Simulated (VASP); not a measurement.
# Mo6CO in VASP: notebook

Runs on Mo6CO. Level: PBE. Tasks: single point.

All numbers are computed with VASP 6.6.1; they aren't measurements. Logs are shortened: lines on timing, memory, paths and dates and some standing lists are left out, and cuts for length are marked.

## (1) The cell of the first run

The cell holds a slab with vacuum, 8 atoms: a = 4.470 Å, b = 4.470 Å, c = 22.260 Å, α = 90.00°, β = 90.00°, γ = 120.00°.

## (2) Single point, PBE

The input, INCAR:

```
SYSTEM = Mo6CO
ALGO = Normal
DIPOL = 0.5 0.5 0.330
EDIFF = 1E-6
ENCUT = 520
GGA = PE
IDIPOL = 3
ISIF = 2
ISMEAR = 0
LASPH = .TRUE.
LCHARG = .FALSE.
LDIPOL = .TRUE.
LREAL = .FALSE.
LWAVE = .FALSE.
NBANDS = 57
NELM = 100
PREC = Accurate
SIGMA = 0.1
```

The input, KPOINTS:

```
k-points
0
G
  6 6 1
  0 0 0
```

The input, POSCAR:

```
Mo6CO
1.0
    4.4695765303      0.0000000000      0.0000000000
   -2.2347882651      3.8707668194      0.0000000000
    0.0000000000      0.0000000000     22.2595667262
Mo C O
6 1 1
Direct
    0.6666666667      0.3333333333      0.1796980170
    0.3333333333      0.6666666667      0.2206848206
    0.0000000000      0.0000000000      0.2616716241
    0.6666666667      0.3333333333      0.2990464568
    0.3333333333      0.6666666667      0.3355219825
    0.0000000000      0.0000000000      0.3710569405
    0.1666666667      0.3333333333      0.4636014193
    0.2415872221      0.4831744442      0.5087321031
```

Potentials or basis: VASP PAW PBE potentials, release 64 (Mo_sv, C, O).

On the command line:

```bash
cat potpaw_PBE.64/Mo_sv/POTCAR potpaw_PBE.64/C/POTCAR potpaw_PBE.64/O/POTCAR > POTCAR
mpirun -np 1 vasp_std > vasp.out
```

OUTCAR:

```text
SYSTEM = Mo6CO
   EDIFF = 1E-6
   ENCUT = 520
   GGA = PE
   ISIF = 2
   ISMEAR = 0
   LASPH = .TRUE.
   LREAL = .FALSE.
   NELM = 100
   PREC = Accurate

 ion  position               nearest neighbor table
   1  0.667  0.333  0.180-   4 2.66   2 2.74   2 2.74   2 2.74   3 3.16   3 3.16   3 3.16
   2  0.333  0.667  0.221-   5 2.56   3 2.74   3 2.74   3 2.74   1 2.74   1 2.74   1 2.74   4 3.11
                             4 3.11   4 3.11
   3  0.000  0.000  0.262-   6 2.43   4 2.71   4 2.71   4 2.71   2 2.74   2 2.74   2 2.74   5 3.06
                             5 3.06   5 3.06   1 3.16   1 3.16   1 3.16
   4  0.667  0.333  0.299-   1 2.66   5 2.71   5 2.71   5 2.71   3 2.71   3 2.71   3 2.71   6 3.04
                             6 3.04   6 3.04   2 3.11   2 3.11   2 3.11
   5  0.333  0.667  0.336-   2 2.56   6 2.70   6 2.70   6 2.70   4 2.71   4 2.71   4 2.71   3 3.06
                             3 3.06   3 3.06
   6  0.000  0.000  0.371-   7 2.43   3 2.43   5 2.70   5 2.70   5 2.70   4 3.04   4 3.04   4 3.04

   7  0.167  0.333  0.464-   8 1.16   6 2.43
   8  0.242  0.483  0.509-   7 1.16

  LATTYP: Found a hexagonal cell.
 ALAT       =     4.4695765303
 C/A-ratio  =     4.9802406504

  Lattice vectors:

 A1 = (   4.4695765303,   0.0000000000,   0.0000000000)
 A2 = (  -2.2347882651,   3.8707668194,   0.0000000000)
 A3 = (   0.0000000000,   0.0000000000,  22.2595667262)

Analysis of symmetry for initial positions (statically):
=====================================================================
 Subroutine PRICEL returns:
 Original cell was already a primitive cell.

 Routine SETGRP: Setting up the symmetry group for a
 hexagonal supercell.

 Subroutine GETGRP returns: Found  2 space group operations
 (whereof  2 operations were pure point group operations)
 out of a pool of 24 trial point group operations.

The static configuration has the point symmetry C_1h.

Analysis of symmetry for dynamics (positions and initial velocities):
=====================================================================
 Subroutine PRICEL returns:
 Original cell was already a primitive cell.

 Routine SETGRP: Setting up the symmetry group for a
 hexagonal supercell.

 Subroutine GETGRP returns: Found  2 space group operations
 (whereof  2 operations were pure point group operations)
 out of a pool of 24 trial point group operations.

The dynamic configuration has the point symmetry C_1h.

 Subroutine INISYM returns: Found  2 space group operations
 (whereof  2 operations are pure point group operations),
 and found     1 'primitive' translations

----------------------------------------------------------------------------------------

                                     Primitive cell

  volume of cell :     385.1058

  direct lattice vectors                    reciprocal lattice vectors
     4.469576530  0.000000000  0.000000000     0.223734842  0.129173371  0.000000000
    -2.234788265  3.870766819  0.000000000     0.000000000  0.258346743  0.000000000
     0.000000000  0.000000000 22.259566726     0.000000000  0.000000000  0.044924504

  length of vectors
     4.469576530  4.469576530 22.259566726     0.258346743  0.258346743  0.044924504

  position of ions in fractional coordinates (direct lattice)
     0.666666667  0.333333333  0.179698017
     0.333333333  0.666666667  0.220684821
     0.000000000  0.000000000  0.261671624
     0.666666667  0.333333333  0.299046457
     0.333333333  0.666666667  0.335521982
     0.000000000  0.000000000  0.371056940
     0.166666667  0.333333333  0.463601419
     0.241587222  0.483174444  0.508732103

  ion indices of the primitive-cell ions
   primitive index   ion index
                 1           1
                 2           2
                 3           3
                 4           4
                 5           5
                 6           6
                 7           7
                 8           8

----------------------------------------------------------------------------------------

 KPOINTS: k-points

Automatic generation of k-mesh.
 Grid dimensions read from file:
 generate k-points for:    6    6    1

 Generating k-lattice:

  Cartesian coordinates                     Fractional coordinates (reciprocal lattice)
     0.037289140  0.021528895  0.000000000     0.166666667  0.000000000  0.000000000
     0.000000000  0.043057790  0.000000000     0.000000000  0.166666667  0.000000000
     0.000000000  0.000000000  0.044924504     0.000000000  0.000000000  1.000000000

  Length of vectors
     0.043057790  0.043057790  0.044924504

  Shift w.r.t. Gamma in fractional coordinates (k-lattice)
     0.000000000  0.000000000  0.000000000

 Subroutine IBZKPT returns following result:
 ===========================================

 Found     13 irreducible k-points:

 Following reciprocal coordinates:
            Coordinates               Weight
  0.000000  0.000000  0.000000      1.000000
  0.166667  0.000000  0.000000      4.000000
  0.000000  0.166667  0.000000      2.000000
  0.333333  0.000000  0.000000      4.000000
  0.000000  0.333333  0.000000      2.000000
  0.500000  0.000000  0.000000      2.000000
  0.000000  0.500000  0.000000      1.000000
  0.166667  0.166667  0.000000      4.000000
 -0.333333  0.166667  0.000000      2.000000
  0.333333  0.166667  0.000000      4.000000
 -0.166667  0.500000  0.000000      4.000000
  0.500000  0.333333  0.000000      4.000000
  0.333333  0.333333  0.000000      2.000000
   k-points           NKPTS =     13   k-points in BZ     NKDIM =     13   number of bands    NBANDS=     57
   number of dos      NEDOS =    301   number of ions     NIONS =      8
   total plane-waves  NPLWV = 217728
   dimension x,y,z NGX =    36 NGY =   36 NGZ =  168
   dimension x,y,z NGXF=    72 NGYF=   72 NGZF=  336
   ions per type =               6   1   1
   NGX,Y,Z   is equivalent  to a cutoff of  13.39, 13.39, 12.55 a.u.
   NGXF,Y,Z  is equivalent  to a cutoff of  26.78, 26.78, 25.09 a.u.
 SYSTEM =  Mo6CO
   PREC   = accura    normal or accurate (medium, high low for compatibility)
   ISTART =      0    job   : 0-new  1-cont  2-samecut
   ICHARG =      2    charge: 1-file 2-atom 10-const
   ISPIN  =      1    spin polarized calculation?
   LNONCOLLINEAR =      F non collinear calculations
   LSORBIT =      F    spin-orbit coupling
   LASPH  =      T    aspherical Exc in radial PAW
   ENCUT  =  520.0 eV  38.22 Ry    6.18 a.u.   8.31  8.31 41.39*2*pi/ulx,y,z
   NELM   =    100;   NELMIN=  2; NELMDL= -5     # of ELM steps
   EDIFF  = 0.1E-05   stopping-criterion for ELM
   LREAL  =      F    real-space projection
   EDIFFG = 0.1E-04   stopping-criterion for IOM
   NSW    =      0    number of steps for IOM
   IBRION =     -1    ionic relax: 0-MD 1-quasi-New 2-CG
   NFREE  =      0    steps in history (QN), initial steepest desc. (CG)
   ISIF   =      2    stress and relaxation
   ISYM   =      2    0-nonsym 1-usesym 2-fastsym
   POTIM  = 0.5000    time-step for ionic-motion
   TEBEG  =    0.0;   TEEND  =   0.0 temperature during run
   PSTRESS=    0.0 pullay stress
   NELECT =      94.0000    total number of electrons
   NUPDOWN=      -1.0000    fix difference up-down
   EMIN   =  10.00;   EMAX   =-10.00  energy-range for DOS
   EFERMI =   0.00;   METHOD = LEGACY
   ISMEAR =     0;   SIGMA  =   0.10  broadening in eV -4-tet -1-fermi 0-gaus
   EFERMI_NEDOS =   21; number of points for ismear=-14 and -15
   IALGO  =     38    algorithm
   IMIX   =      4    mixing-type and parameters
     AMIX     =   0.40;   BMIX     =  1.00
     AMIX_MAG =   1.60;   BMIX_MAG =  1.00
  volume/ion in A,a.u.               =      48.14       324.85
  Fermi-wavevector in a.u.,A,eV,Ry     =   1.023114  1.933405 14.242069  1.046763
  Thomas-Fermi vector in A             =   2.156830
   LORBIT       =      0    0 simple, 1 ext, 2 COOP (PROOUT), +10 PAW based schemes
   GGA     = PE    functional components
   LHFCALC =     F    Hartree Fock is set to
   AEXX    =    0.0000 exact exchange contribution
   IVDW    =     0    specifies the selected vdW correction
   LEPSILON=     F    determine dielectric tensor
   LRPA    =     F    only Hartree local field effects (RPA)
 non-spin polarized calculation
 Gauss-broadening in eV      SIGMA  =   0.10
  energy-cutoff  :      520.00
  volume of cell :      385.11
 maximum number of plane-waves:     10413
 NGX is ok and might be reduce to    36
   NGX = 17   NGY = 17   NGZ = 83

 dipolmoment           0.000000      0.000000     -0.697676 electrons x Angstroem

 number of electron      94.0000004 magnetization

 dipolmoment           0.000000      0.000000      0.122330 electrons x Angstroem

 Free energy of the ion-electron system (eV)
  ---------------------------------------------------
  ext. energy  EPLUGINS =         0.00000000
  ---------------------------------------------------
  free energy    TOTEN  =       -74.44659145 eV

  energy without entropy =      -74.40209293  energy(sigma->0) =      -74.42434219

 E-fermi :   0.4175     XC(G=0):  -4.8650

 val. band max:        0.4158311256   @ k =   0.0000   0.5000   0.0000
 cond. band min:       0.4257029098   @ k =   0.3333   0.1667   0.0000
 fundamental gap:      0.0098717842
 Fermi energy:         0.4175275171

 k-point     1 :       0.0000    0.0000    0.0000
  band No.  band energies     occupation
      1     -60.7308      2.00000
      2     -60.4900      2.00000
      3     -60.4542      2.00000
      4     -60.4384      2.00000
      5     -60.2893      2.00000
      6     -60.2395      2.00000
[... 49 lines left out ...]
     56       2.4749      0.00000
     57       2.4961      0.00000

 k-point     2 :       0.1667    0.0000    0.0000
  band No.  band energies     occupation
      1     -60.7092      2.00000
      2     -60.4903      2.00000
      3     -60.4599      2.00000
      4     -60.4380      2.00000
      5     -60.2941      2.00000
      6     -60.2516      2.00000
[... 654 lines left out ...]
      1     -60.5609      2.00000
      2     -60.5537      2.00000
      3     -60.5166      2.00000
      4     -60.3940      2.00000
      5     -60.3142      2.00000
      6     -60.3078      2.00000
[... 49 lines left out ...]
     56       2.0364      0.00000
     57       2.2358      0.00000

------------------------ aborting loop because EDIFF is reached ----------------------------------------

 vacuum level on the upper side and lower side of the slab       (xc-potential included)         0.490        -0.760

  FORCE on cell =-STRESS in cart. coord.  units (eV):
  Direction    XX          YY          ZZ          XY          YZ          ZX
  --------------------------------------------------------------------------------------
  -------------------------------------------------------------------------------------
  Total       -5.1101402     -5.9313423     -2.9264704     -0.0000000     -1.7433498     -0.0000000
  in kB      -21.2600021    -24.6764951    -12.1751584     -0.0000000     -7.2529556     -0.0000000
  external PRESSURE =     -19.3705519 kB  Pullay stress =       0.0000000 kB

 VOLUME and BASIS-vectors are now :
 -----------------------------------------------------------------------------
  energy-cutoff  :      520.00
  volume of cell :      385.11
      direct lattice vectors                 reciprocal lattice vectors
     4.469576530  0.000000000  0.000000000     0.223734842  0.129173371  0.000000000
    -2.234788265  3.870766819  0.000000000     0.000000000  0.258346743  0.000000000
     0.000000000  0.000000000 22.259566726     0.000000000  0.000000000  0.044924504

 POSITION                                       TOTAL-FORCE (eV/Angst)
 -----------------------------------------------------------------------------------
      2.23479      1.29026      4.00000        -0.000000     -0.045139      1.509759
     -0.00000      2.58051      4.91235        -0.000000     -0.026256     -0.222298
      0.00000      0.00000      5.82470         0.000000      0.110507     -2.054357
      2.23479      1.29026      6.65664         0.000000      0.120413     -0.589536
     -0.00000      2.58051      7.46857         0.000000      0.137939      0.420177
      0.00000      0.00000      8.25957         0.000000      0.286520      2.198581
      0.00000      1.29026     10.31957        -0.000000     -0.340913     -1.080515
      0.00000      1.87026     11.32416        -0.000000     -0.243070     -0.181811
 -----------------------------------------------------------------------------------
    total drift:                                0.000000      0.000087     -0.000729

  FREE ENERGIE OF THE ION-ELECTRON SYSTEM (eV)
  ---------------------------------------------------
  free  energy   TOTEN  =       -74.4465914459 eV

  energy  without entropy=      -74.4020929260  energy(sigma->0) =      -74.42434219

 vacuum level on the upper side and lower side of the slab         5.045         3.763
```

It took 7.7 min on 1 thread of Intel Xeon 6975P-C (Granite Rapids), shared host; peak memory 0.63 GiB.

What came out:

| Property | Result |
| --- | --- |
| Free energy | -74.4466 eV |
| Largest force | 2.217 eV/Å |
| Band gap on the k mesh | zero (filled and empty bands touch) |

Forces on the atoms (eV/Å):
```
Mo   0.000 -0.045  1.510
Mo   0.000 -0.026 -0.222
Mo   0.000  0.111 -2.054
Mo   0.000  0.120 -0.590
Mo   0.000  0.138  0.420
Mo   0.000  0.287  2.199
C    0.000 -0.341 -1.081
O    0.000 -0.243 -0.182
```

## (3) Single point, PBE

The input, INCAR:

```
SYSTEM = Mo6CO
  ALGO = Normal
  DIPOL = 0.5 0.5 0.337
  EDIFF = 1E-7
  ENCUT = 520
  GGA = PE
  IDIPOL = 3
  ISIF = 2
  ISMEAR = 0
  LASPH = .TRUE.
  LCHARG = .FALSE.
  LDIPOL = .TRUE.
  LREAL = .FALSE.
  LWAVE = .FALSE.
  NBANDS = 57
  NELM = 100
  PREC = Accurate
  SIGMA = 0.1
```

KPOINTS is that of step 2.

POSCAR, as its differences from that of step 2:

```diff
@@ -14,3 +14,3 @@
     0.0000000000      0.0000000000      0.3710569405
-    0.1666666667      0.3333333333      0.4636014193
-    0.2415872221      0.4831744442      0.5087321031
+    0.1666666667      0.3333333333      0.4910053668
+    0.2415872221      0.4831744442      0.5361360507
```

Potentials or basis: VASP PAW PBE potentials, release 64 (Mo_sv, C, O).

On the command line:

```bash
cat potpaw_PBE.64/Mo_sv/POTCAR potpaw_PBE.64/C/POTCAR potpaw_PBE.64/O/POTCAR > POTCAR
mpirun -np 1 vasp_std > vasp.out
```

Run time: 11 min. Hardware: 1 thread of Intel Xeon 6975P-C (Granite Rapids), shared host; peak memory 0.62 GiB.

Results (log left out):

```
Free energy            : -73.8395 eV
Largest force          : 1.644 eV/Å
Band gap on the k mesh : zero (bands 47 and 48 overlap by 0.03 eV)
```

Forces on the atoms (eV/Å):
```
Mo   0.000 -0.046  1.439
Mo   0.000  0.025 -0.169
Mo   0.000 -0.006 -1.644
Mo   0.000  0.095 -0.321
Mo   0.000  0.108  0.171
Mo   0.000  0.147  1.163
C    0.000  0.235  0.401
O    0.000 -0.558 -1.040
```

Levels at points of the mesh, in eV from the Fermi level:
```csv
k point,band 45,band 46,band 47,band 48,band 49,band 50
"(0.00, 0.00, 0.00)",-1.22,-1.22,-0.86,0.11,1.07,1.09
"(0.50, 0.00, 0.00)",-0.69,-0.34,0.03,0.05,0.13,0.69
"(0.00, 0.50, 0.00)",-0.61,-0.45,0.02,0.05,0.29,0.64
```

## (4) Single point, PBE

The input, INCAR:

```
SYSTEM = Mo6CO
PREC     = Accurate       ! precision mode
ENCUT    = 520            ! plane-wave cutoff, eV
EDIFF    = 1E-6           ! SCF threshold, eV
ISMEAR   = 0              ! smearing method
SIGMA    = 0.1            ! smearing width, eV
LREAL    = .FALSE.        ! projectors in reciprocal space
LASPH    = .TRUE.         ! aspherical terms in the spheres
NELM     = 100            ! most SCF steps
ALGO     = Normal         ! electronic algorithm
ISIF     = 2              ! what is computed and relaxed
LWAVE    = .FALSE.        ! write WAVECAR
LCHARG   = .FALSE.        ! write CHGCAR
LDIPOL   = .TRUE.       
IDIPOL   = 3            
DIPOL    = 0.5 0.5 0.328
GGA      = PE             ! functional
NBANDS   = 57             ! bands
```

The input, KPOINTS:

```
regular mesh
0
G
  6 6 1
  0 0 0
```

POSCAR, as its differences from that of step 3:

```diff
@@ -14,3 +14,3 @@
     0.0000000000      0.0000000000      0.3710569405
-    0.1666666667      0.3333333333      0.4910053668
-    0.2415872221      0.4831744442      0.5361360507
+    0.1666666667      0.3333333333      0.4636014193
+    0.2964328752      0.5928657504      0.4896576317
```

On the command line:

```bash
cat potpaw_PBE.64/Mo_sv/POTCAR potpaw_PBE.64/C/POTCAR potpaw_PBE.64/O/POTCAR > POTCAR
mpirun -np 1 vasp_std > vasp.out
```

Wall time 8.3 min (1 thread of Intel Xeon 6975P-C (Granite Rapids), shared host); peak memory 0.63 GiB.

It converged, with:

```yaml
Free_energy: -74.1814 eV
Largest_force: 2.170 eV/Å
Band_gap_on_the_k_mesh: 0.02 eV (least direct gap 0.03 eV)
```

Forces on the atoms (eV/Å):
```
Mo   0.000 -0.027  1.445
Mo   0.000 -0.001 -0.037
Mo   0.000  0.071 -2.169
Mo   0.000  0.125 -0.537
Mo   0.000 -0.006  0.310
Mo   0.000  0.081  1.833
C    0.000  0.109 -1.472
O    0.000 -0.352  0.625
```

Levels at points of the mesh, in eV from the valence-band top:
```
           k point  band 44  band 45  band 46  band 47  band 48  band 49  band 50  band 51
(0.00, 0.00, 0.00)    -1.29    -1.24    -1.23    -0.77     0.24     0.53     0.73     1.17
(0.50, 0.00, 0.00)    -1.28    -0.74    -0.24    -0.04     0.02     0.16     0.54     1.19
(0.00, 0.50, 0.00)    -1.17    -0.60    -0.38     0.00     0.03     0.29     0.52     1.21
```

Caveat: the smearing spreads over this small gap.

## (5) Single point, PBE

The input, INCAR:

```
PREC = Accurate
ENCUT = 520
EDIFF = 1E-6
ISMEAR = 0
SIGMA = 0.1
LREAL = False
LASPH = True
NELM = 80
ALGO = Normal
ISIF = 2
LWAVE = False
LCHARG = False
LDIPOL = True
IDIPOL = 3
DIPOL = 0.5 0.5 0.334
GGA = PE
NBANDS = 57
```

The input, KPOINTS:

```
Automatic mesh
0
Gamma
  6 6 1
```

POSCAR, as its differences from that of step 4:

```diff
@@ -14,3 +14,3 @@
     0.0000000000      0.0000000000      0.3710569405
-    0.1666666667      0.3333333333      0.4636014193
-    0.2964328752      0.5928657504      0.4896576317
+    0.1666666667      0.3333333333      0.4910053668
+    0.2964328752      0.5928657504      0.5170615793
```

On the command line:

```bash
cat potpaw_PBE.64/Mo_sv/POTCAR potpaw_PBE.64/C/POTCAR potpaw_PBE.64/O/POTCAR > POTCAR
mpirun -np 1 vasp_std > vasp.out
```

It took 8.2 min on 1 thread of Intel Xeon 6975P-C (Granite Rapids), shared host; peak memory 0.63 GiB.

It converged, with:

```yaml
Free_energy: -73.7806 eV
Largest_force: 1.637 eV/Å
Band_gap_on_the_k_mesh: zero (bands 47 and 48 overlap by 0.03 eV)
```

Forces in eV/Å, atoms in the order of the input:
```
Mo   0.000 -0.013  1.417
Mo   0.000  0.008 -0.135
Mo   0.000  0.001 -1.637
Mo   0.000  0.030 -0.260
Mo   0.000  0.008  0.134
Mo   0.000  0.149  0.916
C    0.000  0.923 -0.078
O    0.000 -1.106 -0.357
```

Levels at points of the mesh, in eV from the Fermi level:
| k point | band 43 | band 44 | band 45 | band 46 | band 47 | band 48 | band 49 | band 50 | band 51 | band 52 |
| --- | --- | --- | --- | --- | --- | --- | --- | --- | --- | --- |
| (0.00, 0.00, 0.00) | -1.25 | -1.24 | -1.22 | -1.22 | -0.87 | 0.05 | 0.89 | 1.06 | 1.18 | 1.20 |
| (0.50, 0.00, 0.00) | -1.44 | -1.26 | -0.68 | -0.34 | 0.02 | 0.05 | 0.17 | 0.64 | 1.18 | 1.25 |
| (0.00, 0.50, 0.00) | -1.44 | -1.22 | -0.62 | -0.42 | 0.03 | 0.05 | 0.20 | 0.65 | 1.23 | 1.42 |

## (6) The runs side by side

```csv
cell,gap on the mesh (eV),largest force (eV/Å)
"as given, atomic positions A",none,2.22
"as given, atomic positions B",none,1.64
"as given, atomic positions C",0.02,2.17
"as given, atomic positions D",none,1.64
```

Alike in all rows: task single point; level PBE; potentials or basis VASP PAW PBE potentials, release 64 (Mo_sv, C, O); no spin polarisation; k mesh 6 × 6 × 1; cutoff (eV) 520; smearing gaussian 0.1 eV.

Caveats: the smearing spreads over this small gap (at least some runs).

Absolute energies hang on the potentials; compare differences alone.

The gap in the log of VASP goes by the Fermi energy; the results here count the filled bands.